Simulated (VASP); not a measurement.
# Ce (Im-3m) in VASP: further runs

Ce is run at these levels: LDA; tasks: single point.

Program: VASP 6.6.1. These are calculated values, not measurements. Logs are shortened: lines on timing, memory, paths and dates and some standing lists are left out, and cuts for length are marked.

## 1. The cell of the first run

It takes space group Im-3m (No. 229, cubic). The conventional cell has a = 3.887 Å, b = 3.887 Å, c = 3.887 Å, α = 90.00°, β = 90.00°, γ = 90.00°. Ce (site symmetry m-3m) has 14 Ce at 3.37 to 3.89 Å within 4.4 Å.

## 2. Single point, LDA, collinear spin, ferromagnetic start

File INCAR:

```
  ALGO = Normal
  EDIFF = 1E-6
  ENCUT = 500
  GGA_COMPAT = False
  ISIF = 2
  ISMEAR = 1
  ISPIN = 2
  LASPH = True
  LCHARG = False
  LMAXMIX = 6
  LORBIT = 11
  LREAL = False
  LWAVE = False
  MAGMOM = 1.3
  NBANDS = 16
  NELM = 200
  PREC = Accurate
  SIGMA = 0.5
```

File KPOINTS:

```
k-points
0
Gamma
  4 4 4
```

File POSCAR:

```
Ce
1.0
   -1.9432985500      1.9432985500      1.9432985500
    1.9432985500     -1.9432985500      1.9432985500
    1.9432985500      1.9432985500     -1.9432985500
Ce
1
Direct
    0.0000000000      0.0000000000      0.0000000000
```

Potentials or basis: VASP PAW LDA potentials, release 64 (Ce).

Command:

```
> cat potpaw_LDA.64/Ce/POTCAR > POTCAR
> mpirun -np 1 vasp_std > vasp.out
```

OUTCAR:

```text
EDIFF = 1E-6
   ENCUT = 500
   ISIF = 2
   ISMEAR = 1
   ISPIN = 2
   LASPH = True
   LORBIT = 11
   LREAL = False
   NELM = 200
   PREC = Accurate

 ion  position               nearest neighbor table
   1  0.000  0.000  0.000-

  LATTYP: Found a body centered cubic cell.
 ALAT       =     3.8865971000

  Lattice vectors:

 A1 = (  -1.9432985500,   1.9432985500,   1.9432985500)
 A2 = (   1.9432985500,  -1.9432985500,   1.9432985500)
 A3 = (   1.9432985500,   1.9432985500,  -1.9432985500)

Analysis of symmetry for initial positions (statically):
=====================================================================
 Subroutine PRICEL returns:
 Original cell was already a primitive cell.

 Routine SETGRP: Setting up the symmetry group for a
 body centered cubic supercell.

 Subroutine GETGRP returns: Found 48 space group operations
 (whereof 48 operations were pure point group operations)
 out of a pool of 48 trial point group operations.

The static configuration has the point symmetry O_h .

Analysis of symmetry for dynamics (positions and initial velocities):
=====================================================================
 Subroutine PRICEL returns:
 Original cell was already a primitive cell.

 Routine SETGRP: Setting up the symmetry group for a
 body centered cubic supercell.

 Subroutine GETGRP returns: Found 48 space group operations
 (whereof 48 operations were pure point group operations)
 out of a pool of 48 trial point group operations.

The dynamic configuration has the point symmetry O_h .

Analysis of structural, dynamic, and magnetic symmetry:
=====================================================================
 Subroutine PRICEL returns:
 Original cell was already a primitive cell.

 Routine SETGRP: Setting up the symmetry group for a
 body centered cubic supercell.

 Subroutine GETGRP returns: Found 48 space group operations
 (whereof 48 operations were pure point group operations)
 out of a pool of 48 trial point group operations.

The overall configuration has the point symmetry O_h .

 Subroutine INISYM returns: Found 48 space group operations
 (whereof 48 operations are pure point group operations),
 and found     1 'primitive' translations

----------------------------------------------------------------------------------------

                                     Primitive cell

  volume of cell :      29.3548

  direct lattice vectors                    reciprocal lattice vectors
    -1.943298550  1.943298550  1.943298550     0.000000000  0.257294485  0.257294485
     1.943298550 -1.943298550  1.943298550     0.257294485  0.000000000  0.257294485
     1.943298550  1.943298550 -1.943298550     0.257294485  0.257294485  0.000000000

  length of vectors
     3.365891823  3.365891823  3.365891823     0.363869350  0.363869350  0.363869350

  position of ions in fractional coordinates (direct lattice)
     0.000000000  0.000000000  0.000000000

  ion indices of the primitive-cell ions
   primitive index   ion index
                 1           1

----------------------------------------------------------------------------------------

 KPOINTS: k-points

Automatic generation of k-mesh.
 Grid dimensions read from file:
 generate k-points for:    4    4    4

 Generating k-lattice:

  Cartesian coordinates                     Fractional coordinates (reciprocal lattice)
     0.000000000  0.064323621  0.064323621     0.250000000  0.000000000  0.000000000
     0.064323621  0.000000000  0.064323621     0.000000000  0.250000000  0.000000000
     0.064323621  0.064323621  0.000000000     0.000000000  0.000000000  0.250000000

  Length of vectors
     0.090967338  0.090967338  0.090967338

  Shift w.r.t. Gamma in fractional coordinates (k-lattice)
     0.000000000  0.000000000  0.000000000

 Subroutine IBZKPT returns following result:
 ===========================================

 Found      8 irreducible k-points:

 Following reciprocal coordinates:
            Coordinates               Weight
  0.000000  0.000000  0.000000      1.000000
  0.250000  0.000000  0.000000     12.000000
  0.500000  0.000000  0.000000      6.000000
  0.250000  0.250000  0.000000     24.000000
  0.250000  0.250000  0.250000      2.000000
 -0.250000  0.250000  0.250000      6.000000
  0.500000  0.500000  0.250000     12.000000
  0.500000  0.500000  0.500000      1.000000
   k-points           NKPTS =      8   k-points in BZ     NKDIM =      8   number of bands    NBANDS=     16
   number of dos      NEDOS =    301   number of ions     NIONS =      1
   total plane-waves  NPLWV =  21952
   dimension x,y,z NGX =    28 NGY =   28 NGZ =   28
   dimension x,y,z NGXF=    56 NGYF=   56 NGZF=   56
   ions per type =               1
   NGX,Y,Z   is equivalent  to a cutoff of  13.83, 13.83, 13.83 a.u.
   NGXF,Y,Z  is equivalent  to a cutoff of  27.66, 27.66, 27.66 a.u.
 SYSTEM =  unknown system
   PREC   = accura    normal or accurate (medium, high low for compatibility)
   ISTART =      0    job   : 0-new  1-cont  2-samecut
   ICHARG =      2    charge: 1-file 2-atom 10-const
   ISPIN  =      2    spin polarized calculation?
   LNONCOLLINEAR =      F non collinear calculations
   LSORBIT =      F    spin-orbit coupling
   LASPH  =      T    aspherical Exc in radial PAW
   ENCUT  =  500.0 eV  36.75 Ry    6.06 a.u.   6.14  6.14  6.14*2*pi/ulx,y,z
   NELM   =    200;   NELMIN=  2; NELMDL= -5     # of ELM steps
   EDIFF  = 0.1E-05   stopping-criterion for ELM
   LREAL  =      F    real-space projection
   EDIFFG = 0.1E-04   stopping-criterion for IOM
   NSW    =      0    number of steps for IOM
   IBRION =     -1    ionic relax: 0-MD 1-quasi-New 2-CG
   NFREE  =      0    steps in history (QN), initial steepest desc. (CG)
   ISIF   =      2    stress and relaxation
   ISYM   =      2    0-nonsym 1-usesym 2-fastsym
   POTIM  = 0.5000    time-step for ionic-motion
   TEBEG  =    0.0;   TEEND  =   0.0 temperature during run
   PSTRESS=    0.0 pullay stress
   NELECT =      12.0000    total number of electrons
   NUPDOWN=      -1.0000    fix difference up-down
   EMIN   =  10.00;   EMAX   =-10.00  energy-range for DOS
   EFERMI =   0.00;   METHOD = LEGACY
   ISMEAR =     1;   SIGMA  =   0.50  broadening in eV -4-tet -1-fermi 0-gaus
   EFERMI_NEDOS =   21; number of points for ismear=-14 and -15
   IALGO  =     38    algorithm
   IMIX   =      4    mixing-type and parameters
     AMIX     =   0.40;   BMIX     =  1.00
     AMIX_MAG =   1.60;   BMIX_MAG =  1.00
  volume/ion in A,a.u.               =      29.35       198.10
  Fermi-wavevector in a.u.,A,eV,Ry     =   1.214998  2.296014 20.085209  1.476221
  Thomas-Fermi vector in A             =   2.350400
   LORBIT       =     11    0 simple, 1 ext, 2 COOP (PROOUT), +10 PAW based schemes
   GGA     = CA    functional components
   LHFCALC =     F    Hartree Fock is set to
   AEXX    =    0.0000 exact exchange contribution
   IVDW    =     0    specifies the selected vdW correction
   LEPSILON=     F    determine dielectric tensor
   LRPA    =     F    only Hartree local field effects (RPA)
 spin polarized calculation
 Methfessel and Paxton  Order N= 1 SIGMA  =   0.50
  energy-cutoff  :      500.00
  volume of cell :       29.35
 maximum number of plane-waves:       767
 NGX is ok and might be reduce to    28
   NGX = 13   NGY = 13   NGZ = 13

 number of electron      12.0000000 magnetization       1.1046765

 Free energy of the ion-electron system (eV)
  ---------------------------------------------------
  ext. energy  EPLUGINS =         0.00000000
  ---------------------------------------------------
  free energy    TOTEN  =        -6.43968462 eV

  energy without entropy =       -6.47097920  energy(sigma->0) =       -6.45011614

 E-fermi :   7.9931     XC(G=0): -10.9891

 val. band max:        7.9857752926   @ k =   0.2500   0.0000   0.0000
 cond. band min:       7.9997802496   @ k =   0.5000   0.0000   0.0000
 fundamental gap:      0.0140049571
 Fermi energy:         7.9930793552

 spin component 1

 k-point     1 :       0.0000    0.0000    0.0000
  band No.  band energies     occupation
      1     -26.6178      1.00000
      2      -8.2110      1.00000
      3      -8.2110      1.00000
      4      -8.2110      1.00000
      5       4.7931      1.00000
      6       7.9569      0.56104
[... 8 lines left out ...]
     15       9.5894     -0.00003
     16      12.3902     -0.00000
[... 115 lines left out ...]
 k-point     8 :       0.5000    0.5000    0.5000
  band No.  band energies     occupation
      1     -25.9533      1.00000
      2      -9.6913      1.00000
      3      -9.6913      1.00000
      4      -9.6913      1.00000
      5       5.4681      1.00000
      6       5.4681      1.00000
[... 8 lines left out ...]
     15      15.4528     -0.00000
     16      15.4528     -0.00000
 Fermi energy:         7.9930793552

 spin component 2

 k-point     1 :       0.0000    0.0000    0.0000
  band No.  band energies     occupation
      1     -26.2151      1.00000
      2      -7.8501      1.00000
      3      -7.8501      1.00000
      4      -7.8501      1.00000
      5       5.0705      1.00000
      6       8.4577     -0.01614
[... 8 lines left out ...]
     15       9.8768     -0.00000
     16      12.6390     -0.00000
[... 115 lines left out ...]
 k-point     8 :       0.5000    0.5000    0.5000
  band No.  band energies     occupation
      1     -25.5409      1.00000
      2      -9.3435      1.00000
      3      -9.3435      1.00000
      4      -9.3435      1.00000
      5       5.7123      1.00000
      6       5.7123      1.00000
[... 8 lines left out ...]
     15      15.7610     -0.00000
     16      15.7610     -0.00000

------------------------ aborting loop because EDIFF is reached ----------------------------------------

  FORCE on cell =-STRESS in cart. coord.  units (eV):
  Direction    XX          YY          ZZ          XY          YZ          ZX
  --------------------------------------------------------------------------------------
  -------------------------------------------------------------------------------------
  Total       -1.3442626     -1.3442626     -1.3442626      0.0000000     -0.0000000      0.0000000
  in kB      -73.3695948    -73.3695948    -73.3695948      0.0000000     -0.0000000      0.0000000
  external PRESSURE =     -73.3695948 kB  Pullay stress =       0.0000000 kB

 VOLUME and BASIS-vectors are now :
 -----------------------------------------------------------------------------
  energy-cutoff  :      500.00
  volume of cell :       29.35
      direct lattice vectors                 reciprocal lattice vectors
    -1.943298550  1.943298550  1.943298550     0.000000000  0.257294485  0.257294485
     1.943298550 -1.943298550  1.943298550     0.257294485  0.000000000  0.257294485
     1.943298550  1.943298550 -1.943298550     0.257294485  0.257294485  0.000000000

 POSITION                                       TOTAL-FORCE (eV/Angst)
 -----------------------------------------------------------------------------------
      0.00000      0.00000      0.00000         0.000000     -0.000000      0.000000
 -----------------------------------------------------------------------------------
    total drift:                               -0.000000     -0.000000     -0.000000

  FREE ENERGIE OF THE ION-ELECTRON SYSTEM (eV)
  ---------------------------------------------------
  free  energy   TOTEN  =        -6.4396846161 eV

  energy  without entropy=       -6.4709791993  energy(sigma->0) =       -6.45011614

 total charge

# of ion       s       p       d       f       tot
--------------------------------------------------
    1        2.083   5.568   1.133   1.048   9.832

 magnetization (x)

# of ion       s       p       d       f       tot
--------------------------------------------------
    1        0.008   0.013   0.099   0.806   0.926
```

Run time: 46 s. Hardware: 1 thread of Intel Xeon 8259CL, shared host; peak memory 0.16 GiB.

Results:

```
Free energy                                           : -6.4397 eV
Pressure                                              : -7.3 GPa
Net moment                                            : 1.10 μB per cell
Site moments                                          : Ce +0.93 μB
Valence electrons inside the program's atomic spheres : Ce 9.83
```

Levels at points of the mesh, in eV from the Fermi level:
Spin up:
| k point | band 2 | band 3 | band 4 | band 5 | band 6 | band 7 | band 8 | band 9 | band 10 | band 11 |
| --- | --- | --- | --- | --- | --- | --- | --- | --- | --- | --- |
| (0.00, 0.00, 0.00) | -16.20 | -16.20 | -16.20 | -3.20 | -0.04 | -0.04 | -0.04 | 0.69 | 0.69 | 0.69 |
| (0.50, 0.00, 0.00) | -18.42 | -16.89 | -16.25 | -2.21 | -0.48 | 0.01 | 0.19 | 0.30 | 0.56 | 0.64 |
| (0.50, 0.50, 0.50) | -17.68 | -17.68 | -17.68 | -2.52 | -2.52 | 0.06 | 0.33 | 0.33 | 0.33 | 0.75 |
Spin down:
```csv
k point,band 3,band 4,band 5,band 6,band 7,band 8
"(0.00, 0.00, 0.00)",-15.84,-15.84,-2.92,0.46,0.46,0.46
"(0.50, 0.00, 0.00)",-16.54,-15.89,-1.95,-0.21,0.49,0.67
"(0.50, 0.50, 0.50)",-17.34,-17.34,-2.28,-2.28,0.60,0.81
```

Caveat: the k points lie up to 0.57 Å⁻¹ apart; the magnetic or orbital state may not be the lowest; spin-orbit coupling is left out, which moves the levels of the heavy elements. The state reached can hang on the start; a lower one may exist.

## 3. Single point, LDA, collinear spin, ferromagnetic start

File INCAR:

```
SYSTEM = Ce
PREC     = Accurate       ! precision mode
ENCUT    = 500            ! plane-wave cutoff, eV
EDIFF    = 1E-6           ! SCF threshold, eV
ISMEAR   = 1              ! smearing method
SIGMA    = 0.3            ! smearing width, eV
LREAL    = .False.        ! projectors in reciprocal space
LASPH    = .True.         ! aspherical terms in the spheres
NELM     = 200            ! most SCF steps
ALGO     = Normal         ! electronic algorithm
ISIF     = 2              ! what is computed and relaxed
LWAVE    = .False.        ! write WAVECAR
LCHARG   = .False.        ! write CHGCAR
ISPIN    = 2              ! spin polarisation
MAGMOM   = 1.3            ! initial moments
LORBIT   = 11             ! projections on sites
LMAXMIX  = 6              ! l up to which the mixer works
NBANDS   = 16             ! bands
GGA_COMPAT= .False.
```

File KPOINTS:

```
Automatic mesh
0
Gamma
  4 4 4
  0 0 0
```

POSCAR is that of step 2.

Potentials or basis: VASP PAW LDA potentials, release 64 (Ce).

Command:

```
> cat potpaw_LDA.64/Ce/POTCAR > POTCAR
> mpirun -np 1 vasp_std > vasp.out
```

Wall time 35 s (1 thread of Intel Xeon 8259CL, shared host); peak memory 0.16 GiB.

Results (log left out):

```yaml
Free_energy: -6.4280 eV
Pressure: -8.3 GPa
Band_gap_on_the_k_mesh: zero (filled and empty bands overlap)
Net_moment: 0.00 μB per cell
Valence_electrons_inside_the_program's_atomic_spheres: Ce 9.82
```

Levels at points of the mesh, in eV from the Fermi level:
Spin up:
```csv
k point,band 3,band 4,band 5,band 6,band 7,band 8,band 9,band 10
"(0.00, 0.00, 0.00)",-16.07,-16.07,-3.03,0.07,0.07,0.07,0.77,0.77
"(0.50, 0.00, 0.00)",-16.75,-16.11,-2.05,-0.32,0.11,0.28,0.40,0.65
"(0.50, 0.50, 0.50)",-17.54,-17.54,-2.37,-2.37,0.17,0.42,0.42,0.42
```
Spin down:
```csv
k point,band 2,band 3,band 4,band 5,band 6,band 7,band 8,band 9,band 10,band 11
"(0.00, 0.00, 0.00)",-16.07,-16.07,-16.07,-3.03,0.07,0.07,0.07,0.77,0.77,0.77
"(0.50, 0.00, 0.00)",-18.28,-16.75,-16.11,-2.05,-0.32,0.11,0.28,0.40,0.65,0.73
"(0.50, 0.50, 0.50)",-17.54,-17.54,-17.54,-2.37,-2.37,0.17,0.42,0.42,0.42,0.84
```

Caveat: the k points lie up to 0.57 Å⁻¹ apart; the magnetic or orbital state may not be the lowest; spin-orbit coupling is left out, which moves the levels of the heavy elements. The state reached can hang on the start; a lower one may exist.

(Continued in part 2 of 2.)
